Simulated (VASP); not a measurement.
# GaSi16O32 (a cell with a defect) in VASP: further runs

The runs below take GaSi16O32 (a cell with a defect) through single point, with PBEsol.

Everything below comes from runs of VASP 6.6.1. Logs are shortened: lines on timing, memory, paths and dates and some standing lists are left out, and cuts for length are marked.

## 1. The cell of the first run

The cell holds a defect, 49 atoms: a = 10.000 Å, b = 8.730 Å, c = 8.201 Å, α = 90.00°, β = 90.00°, γ = 90.00°.

## 2. Single point, PBEsol, collinear spin, ferromagnetic start

INCAR

```
SYSTEM = GaSi16O32
ALGO = Normal
EDIFF = 1E-6
ENCUT = 520
GGA = PS
GGA_COMPAT = .FALSE.
ISIF = 2
ISMEAR = -1
ISPIN = 2
LASPH = .TRUE.
LCHARG = .FALSE.
LORBIT = 11
LREAL = Auto
LWAVE = .FALSE.
MAGMOM = 0 0 0 0 0 0 0 0 0 0 0 0 0 0 0 0 0 0 0 0 0 0 0 0 0 0 0 0 0 0 0 0 0 0 0 0 0 0 0 0 0 0 0 0 0 0 0 0 0.2
NBANDS = 168
NELM = 200
PREC = Accurate
SIGMA = 0.02
```

KPOINTS

```
k-points
0
G
  1 1 1
  0 0 0
```

POSCAR

```
GaSi16O32
1.0
  -10.0000000000      0.0000000000      0.0000000000
    0.0000000000     -8.7300000000      0.0000000000
    0.0000000000      0.0000000000      8.2010000000
Si O Ga
16 32 1
Direct
    0.4753400000      0.3282359679      0.5743080112
    0.5124600000      0.6599312715      0.0403365443
    0.5725700000      0.3238144330      0.9331057188
    0.4450300000      0.6497594502      0.4227533228
    0.2123400000      0.8468843070      0.5577490550
    0.3297400000      0.2024742268      0.0867211316
    0.2669800000      0.8678808706      0.9358858676
    0.2355500000      0.1630584192      0.4465552981
    0.9744600000      0.3072966781      0.5759541519
    0.0157300000      0.6800801833      0.0556517498
    0.0715200000      0.3283505155      0.9601999756
    0.9495400000      0.6568957617      0.4314961590
    0.6982900000      0.8500458190      0.5494573832
    0.8050100000      0.1729209622      0.0355566394
    0.7618800000      0.8419473081      0.9063772711
    0.7152200000      0.1654639175      0.4189123278
    0.4682600000      0.6422680412      0.2257651506
    0.4728900000      0.3207331042      0.7686745519
    0.4278000000      0.4794272623      0.4965492013
    0.5515600000      0.4955555556     -0.0038653823
    0.6226800000      0.3041809851      0.4822582612
    0.3691200000      0.7098396334      0.9497866114
    0.4951200000      0.2258533792      0.0782465553
    0.5648300000      0.7410423826      0.5065845629
    0.2997700000      0.1938373425      0.2686867455
    0.2645500000      0.9049255441      0.7400317035
    0.1616400000     -0.0090263459      0.4440434093
    0.3218700000      0.0151088202      0.0381416900
    0.3339100000      0.7708361970      0.4481770516
    0.2282100000      0.2912943872      0.9810632850
    0.1169800000      0.8049942726      0.0015485916
    0.3668500000      0.1635051546      0.5647360078
   -0.0209700000      0.6685452463      0.2506645531
    0.0179000000      0.2935166094      0.7761370565
    0.9252900000      0.4769415808      0.4805633459
    0.0536600000      0.5232302405     -0.0260577978
    0.1088300000      0.2808934708      0.4773686136
    0.8527700000      0.7231844215      0.9878795269
    0.9701400000      0.2104581901      0.0677966102
    0.0755100000      0.7332073310      0.5620412145
    0.7513700000      0.1457159221      0.2264845751
    0.7670300000      0.8625658648      0.7194732350
    0.6493000000      0.0044444444      0.4507133276
    0.7922000000      0.0095189003     -0.0359468358
    0.8129600000      0.7508591065      0.4410925497
    0.7419700000      0.3076174112      0.9295207901
    0.6140100000      0.7950057274     -0.0298865992
    0.8560500000      0.1790034364      0.5291062066
    0.4895900000      0.0018213058      0.8026947933
```

Potentials or basis: VASP PAW PBE potentials, release 64 (Si, O, Ga_d).

Command:

```sh
> cat potpaw_PBE.64/Si/POTCAR potpaw_PBE.64/O/POTCAR potpaw_PBE.64/Ga_d/POTCAR > POTCAR
> mpirun -np 1 vasp_gam > vasp.out
```

OUTCAR:

```text
SYSTEM = GaSi16O32
   EDIFF = 1E-6
   ENCUT = 520
   GGA = PS
   ISIF = 2
   ISMEAR = -1
   ISPIN = 2
   LASPH = .TRUE.
   LORBIT = 11
   LREAL = Auto
   NELM = 200
   PREC = Accurate

 ion  position               nearest neighbor table
   1  0.475  0.328  0.574-  19 1.54  18 1.60  21 1.67  32 1.80   8 2.99  16 3.07   4 3.08   3 3.10

   2  0.512  0.660  0.040-  20 1.53  17 1.59  47 1.66  22 1.67   3 3.12
   3  0.573  0.324  0.933-  20 1.60  23 1.66  18 1.68  46 1.70  14 2.80   6 2.93   1 3.10   2 3.12

   4  0.445  0.650  0.423-  29 1.55  24 1.59  19 1.61  17 1.63   1 3.08   5 3.10
   5  0.212  0.847  0.558-  27 1.65  29 1.65  26 1.66  40 1.69   8 2.92   4 3.10
   6  0.330  0.202  0.087-  25 1.52  30 1.54  23 1.67  28 1.69   3 2.93  11 2.99   8 3.12
   7  0.267  0.868  0.936-  28 1.63  26 1.64  31 1.69  22 1.72  49 2.74
   8  0.236  0.163  0.447-  25 1.62  32 1.63  37 1.65  27 1.67   5 2.92   1 2.99   9 3.09   6 3.12

   9  0.974  0.307  0.576-  37 1.59  48 1.67  34 1.70  35 1.75   8 3.09  16 3.15
  10  0.016  0.680  0.056-  31 1.55  36 1.57  33 1.64  38 1.76
  11  0.072  0.328  0.960-  30 1.61  34 1.63  39 1.69  36 1.71   6 2.99  14 3.05
  12  0.950  0.657  0.431-  33 1.52  45 1.60  35 1.64  40 1.78
  13  0.698  0.850  0.549-  42 1.56  43 1.65  24 1.68  45 1.69  16 2.96  15 3.00
  14  0.805  0.173  0.036-  44 1.55  46 1.59  41 1.67  39 1.70   3 2.80  11 3.05  15 3.11
  15  0.762  0.842  0.906-  38 1.53  42 1.54  44 1.57  47 1.62  13 3.00  14 3.11
  16  0.715  0.165  0.419-  43 1.57  21 1.61  41 1.63  48 1.68  13 2.96   1 3.07   9 3.15
  17  0.468  0.642  0.226-   2 1.59   4 1.63
  18  0.473  0.321  0.769-   1 1.60   3 1.68
  19  0.428  0.479  0.497-   1 1.54   4 1.61
  20  0.552  0.496  0.996-   2 1.53   3 1.60
  21  0.623  0.304  0.482-  16 1.61   1 1.67
  22  0.369  0.710  0.950-   2 1.67   7 1.72
[... 24 lines left out ...]
  47  0.614  0.795  0.970-  15 1.62   2 1.66
  48  0.856  0.179  0.529-   9 1.67  16 1.68
  49  0.490  0.002  0.803-   7 2.74

  LATTYP: Found a simple orthorhombic cell.
 ALAT       =     8.2010000000
 B/A-ratio  =     1.0645043287
 C/A-ratio  =     1.2193634923

  Lattice vectors:

 A1 = (   0.0000000000,   0.0000000000,  -8.2010000000)
 A2 = (   0.0000000000,  -8.7300000000,   0.0000000000)
 A3 = ( -10.0000000000,   0.0000000000,   0.0000000000)

Analysis of symmetry for initial positions (statically):
=====================================================================
 Subroutine PRICEL returns:
 Original cell was already a primitive cell.

 Routine SETGRP: Setting up the symmetry group for a
 simple orthorhombic supercell.

 Subroutine GETGRP returns: Found  1 space group operations
 (whereof  1 operations were pure point group operations)
 out of a pool of  8 trial point group operations.

The static configuration has the point symmetry C_1 .

Analysis of symmetry for dynamics (positions and initial velocities):
=====================================================================
 Subroutine PRICEL returns:
 Original cell was already a primitive cell.

 Routine SETGRP: Setting up the symmetry group for a
 simple orthorhombic supercell.

 Subroutine GETGRP returns: Found  1 space group operations
 (whereof  1 operations were pure point group operations)
 out of a pool of  8 trial point group operations.

The dynamic configuration has the point symmetry C_1 .

Analysis of structural, dynamic, and magnetic symmetry:
=====================================================================
 Subroutine PRICEL returns:
 Original cell was already a primitive cell.

 Routine SETGRP: Setting up the symmetry group for a
 simple orthorhombic supercell.

 Subroutine GETGRP returns: Found  1 space group operations
 (whereof  1 operations were pure point group operations)
 out of a pool of  8 trial point group operations.

The overall configuration has the point symmetry C_1 .

 Subroutine INISYM returns: Found  1 space group operations
 (whereof  1 operations are pure point group operations),
 and found     1 'primitive' translations

----------------------------------------------------------------------------------------
[... 148 lines left out ...]
   dimension x,y,z NGX =    80 NGY =   70 NGZ =   64
   dimension x,y,z NGXF=   160 NGYF=  140 NGZF=  128
   ions per type =              16  32   1
   NGX,Y,Z   is equivalent  to a cutoff of  13.30, 13.33, 12.97 a.u.
   NGXF,Y,Z  is equivalent  to a cutoff of  26.60, 26.66, 25.95 a.u.
 SYSTEM =  GaSi16O32
   PREC   = accura    normal or accurate (medium, high low for compatibility)
   ISTART =      0    job   : 0-new  1-cont  2-samecut
   ICHARG =      2    charge: 1-file 2-atom 10-const
   ISPIN  =      2    spin polarized calculation?
   LNONCOLLINEAR =      F non collinear calculations
   LSORBIT =      F    spin-orbit coupling
   LASPH  =      T    aspherical Exc in radial PAW
   ENCUT  =  520.0 eV  38.22 Ry    6.18 a.u.  18.59 16.23 15.25*2*pi/ulx,y,z
   NELM   =    200;   NELMIN=  2; NELMDL= -5     # of ELM steps
   EDIFF  = 0.1E-05   stopping-criterion for ELM
   LREAL  =      T    real-space projection
   EDIFFG = 0.1E-04   stopping-criterion for IOM
   NSW    =      0    number of steps for IOM
   IBRION =     -1    ionic relax: 0-MD 1-quasi-New 2-CG
   NFREE  =      0    steps in history (QN), initial steepest desc. (CG)
   ISIF   =      2    stress and relaxation
   ISYM   =      2    0-nonsym 1-usesym 2-fastsym
   POTIM  = 0.5000    time-step for ionic-motion
   TEBEG  =    0.0;   TEEND  =   0.0 temperature during run
   PSTRESS=    0.0 pullay stress
   NELECT =     269.0000    total number of electrons
   NUPDOWN=      -1.0000    fix difference up-down
   EMIN   =  10.00;   EMAX   =-10.00  energy-range for DOS
   EFERMI =   0.00;   METHOD = LEGACY
   ISMEAR =    -1;   SIGMA  =   0.02  broadening in eV -4-tet -1-fermi 0-gaus
   EFERMI_NEDOS =   21; number of points for ismear=-14 and -15
   IALGO  =     38    algorithm
   IMIX   =      4    mixing-type and parameters
     AMIX     =   0.40;   BMIX     =  1.00
     AMIX_MAG =   1.60;   BMIX_MAG =  1.00
  volume/ion in A,a.u.               =      14.61        98.60
  Fermi-wavevector in a.u.,A,eV,Ry     =   1.181314  2.232359 18.986958  1.395502
  Thomas-Fermi vector in A             =   2.317590
   LORBIT       =     11    0 simple, 1 ext, 2 COOP (PROOUT), +10 PAW based schemes
   GGA     = PS    functional components
   LHFCALC =     F    Hartree Fock is set to
   AEXX    =    0.0000 exact exchange contribution
   IVDW    =     0    specifies the selected vdW correction
   LEPSILON=     F    determine dielectric tensor
   LRPA    =     F    only Hartree local field effects (RPA)
 spin polarized calculation
  energy-cutoff  :      520.00
  volume of cell :      715.95
 maximum number of plane-waves:      9644
 NGX is ok and might be reduce to    80
   NGX = 37   NGY = 33   NGZ = 31

 number of electron     268.9999990 magnetization       0.9983828

 Free energy of the ion-electron system (eV)
  ---------------------------------------------------
  ext. energy  EPLUGINS =         0.00000000
  ---------------------------------------------------
  free energy    TOTEN  =      -386.66571979 eV

  energy without entropy =     -386.66532647  energy(sigma->0) =     -386.66552313

 E-fermi :   5.2370     XC(G=0):  -8.6059

 val. band max:        5.1029073856   @ k =   0.0000   0.0000   0.0000
 cond. band min:       5.3799167898   @ k =   0.0000   0.0000   0.0000
 fundamental gap:      0.2770094042
 Fermi energy:         5.2369937206

 spin component 1

 k-point     1 :       0.0000    0.0000    0.0000
  band No.  band energies     occupation
      1     -19.5618      1.00000
      2     -19.3437      1.00000
      3     -19.2088      1.00000
      4     -18.9208      1.00000
      5     -18.7499      1.00000
      6     -18.6881      1.00000
[... 138 lines left out ...]
    145       7.8704      0.00000
    146       8.0452      0.00000
 Fermi energy:         5.2369937206

 spin component 2

 k-point     1 :       0.0000    0.0000    0.0000
  band No.  band energies     occupation
      1     -19.5482      1.00000
      2     -19.3370      1.00000
      3     -19.1994      1.00000
      4     -18.9027      1.00000
      5     -18.7230      1.00000
      6     -18.6827      1.00000
[... 138 lines left out ...]
    145       7.9238      0.00000
    146       8.1078      0.00000
 [bands above 146 left out]

------------------------ aborting loop because EDIFF is reached ----------------------------------------

  FORCE on cell =-STRESS in cart. coord.  units (eV):
  Direction    XX          YY          ZZ          XY          YZ          ZX
  --------------------------------------------------------------------------------------
  -------------------------------------------------------------------------------------
  Total       -9.1109446      8.8344878     16.0234949    -14.1399874     -2.2004928      5.6902470
  in kB      -20.3888594     19.7701927     35.8580586    -31.6430654     -4.9243564     12.7338768
  external PRESSURE =      11.7464640 kB  Pullay stress =       0.0000000 kB

 VOLUME and BASIS-vectors are now :
 -----------------------------------------------------------------------------
  energy-cutoff  :      520.00
  volume of cell :      715.95
      direct lattice vectors                 reciprocal lattice vectors
   -10.000000000  0.000000000  0.000000000    -0.100000000  0.000000000  0.000000000
     0.000000000 -8.730000000  0.000000000     0.000000000 -0.114547537  0.000000000
     0.000000000  0.000000000  8.201000000     0.000000000  0.000000000  0.121936349

 POSITION                                       TOTAL-FORCE (eV/Angst)
 -----------------------------------------------------------------------------------
     -4.75340     -2.86550      4.70990        -0.774721      4.214698      0.122654
     -5.12460     -5.76120      0.33080         1.928968     -3.057467     -0.711572
     -5.72570     -2.82690      7.65240        -0.123424      1.083388     -0.581645
     -4.45030     -5.67240      3.46700        -2.652351     -0.056148     -1.446287
     -2.12340     -7.39330      4.57410         1.967588      1.237152     -1.355848
     -3.29740     -1.76760      0.71120        -3.861573      3.183907     -0.788591
[... 41 lines left out ...]
     -8.56050     -1.56270      4.33920        -0.577921     -1.085680      0.223586
     -4.89590     -0.01590      6.58290        -1.276263     -0.403349     -0.387922
 -----------------------------------------------------------------------------------
    total drift:                               -0.015401      0.001558     -0.009549

  FREE ENERGIE OF THE ION-ELECTRON SYSTEM (eV)
  ---------------------------------------------------
  free  energy   TOTEN  =      -386.6657197873 eV

  energy  without entropy=     -386.6653264745  energy(sigma->0) =     -386.66552313

 total charge

# of ion       s       p       d       tot
------------------------------------------
    1        0.651   0.977   0.000   1.628
    2        0.650   1.020   0.000   1.669
    3        0.647   0.945   0.000   1.592
    4        0.651   1.038   0.000   1.689
    5        0.635   0.928   0.000   1.563
    6        0.667   1.056   0.000   1.723
[... 41 lines left out ...]
   48        1.541   3.610   0.000   5.151
   49        1.232   0.306   9.945  11.483
--------------------------------------------------
tot         61.142 133.191   9.945 204.279

 magnetization (x)

# of ion       s       p       d       tot
------------------------------------------
    1        0.003   0.001   0.000   0.003
    2        0.000   0.000   0.000   0.001
    3        0.017   0.023   0.000   0.040
    4       -0.000   0.001   0.000   0.001
    5        0.000   0.001   0.000   0.002
    6        0.003   0.006   0.000   0.009
[... 41 lines left out ...]
   48        0.001   0.000   0.000   0.001
   49        0.007   0.166   0.001   0.174
--------------------------------------------------
tot          0.100   0.326   0.001   0.427
```

Wall time 12 min (1 thread of AMD EPYC 7R13, shared host); peak memory 0.95 GiB.

What came out:

```yaml
Free_energy: -386.6657 eV
Pressure: 1.2 GPa
Largest_force: 5.738 eV/Å
Band_gap_on_the_k_mesh: 0.28 eV
Net_moment: 1.00 μB per cell
Site_moments: Si +0.00, +0.04, +0.01; O +0.00, +0.04, +0.01, +0.03, +0.02, -0.00; Ga +0.17 μB
Valence_electrons_inside_the_program's_atomic_spheres: Si 1.63, 1.67, 1.59, 1.69, 1.56, 1.72, 1.54, 1.62, 1.52, 1.55, 1.65, 1.60, 1.81, 1.66; O 5.24, 5.21, 5.28, 5.31, 5.19, 5.14, 5.16, 5.22, 5.30, 5.18, 5.25, 5.27, 5.23, 5.12, 5.29, 5.17, 5.20, 5.09, 5.32, 5.15; Ga 11.48
```

Forces in eV/Å, atoms in the order of the input:
```
Si  -0.775  4.215  0.123
Si   1.929 -3.057 -0.712
Si  -0.123  1.083 -0.582
Si  -2.652 -0.056 -1.446
Si   1.968  1.237 -1.356
Si  -3.862  3.184 -0.789
Si  -0.214  3.115  0.990
Si   1.529  0.994 -0.581
Si   1.883 -1.294  0.267
Si   4.828  0.171  0.928
Si   3.144 -1.141 -0.542
Si  -0.791  0.032  5.192
Si   1.230  2.657 -4.918
Si  -2.406 -0.431  3.742
Si   1.321 -0.365  2.405
Si  -2.731 -0.960 -0.802
O   -0.207 -0.215  1.847
O   -1.058 -1.060  0.924
O    1.836 -2.084 -0.899
O   -1.343  1.308 -1.207
O    1.593 -0.004  0.497
O    0.952 -1.802  0.138
O    1.204 -0.681 -0.382
O   -2.284 -0.175  1.794
O    1.379 -0.788  3.390
O    1.512  0.351 -0.751
O   -1.258 -1.023  0.976
O    0.618  0.663 -1.129
O    3.912 -1.341  1.415
O    1.369 -1.514 -1.275
O   -2.702 -2.578 -0.818
O   -0.779 -2.390 -0.548
O   -2.684 -0.138 -5.070
O    0.461 -0.354 -2.408
O   -0.472  1.355  1.884
O   -0.750  3.613  0.025
O   -2.697  0.913 -0.678
O   -4.630  2.465  1.255
O   -0.543 -1.471 -0.795
O    0.009  0.199 -1.041
O    0.046 -1.560 -0.550
O   -0.031  0.007 -1.697
O    0.244  2.019  1.896
O   -0.398 -0.017 -0.310
O    1.303 -1.542  1.296
O    1.784 -0.856 -0.319
O    1.191  0.804  0.783
O   -0.578 -1.086  0.224
Ga  -1.276 -0.403 -0.388
```

Levels at points of the mesh, in eV from the valence-band top:
Spin up:
| k point | band 133 | band 134 | band 135 | band 136 | band 137 | band 138 |
| --- | --- | --- | --- | --- | --- | --- |
| (0.00, 0.00, 0.00) | -4.64 | -4.37 | 0.00 | 0.29 | 0.42 | 1.34 |
Spin down:
```
           k point  band 132  band 133  band 134  band 135  band 136  band 137
(0.00, 0.00, 0.00)     -4.76     -4.62     -4.15      0.28      0.59      0.72
```

Caveat: the k points lie up to 0.77 Å⁻¹ apart; the PAW data sets were made with another functional, which shifts forces and pressure a little.

[end of part 1 of 2]
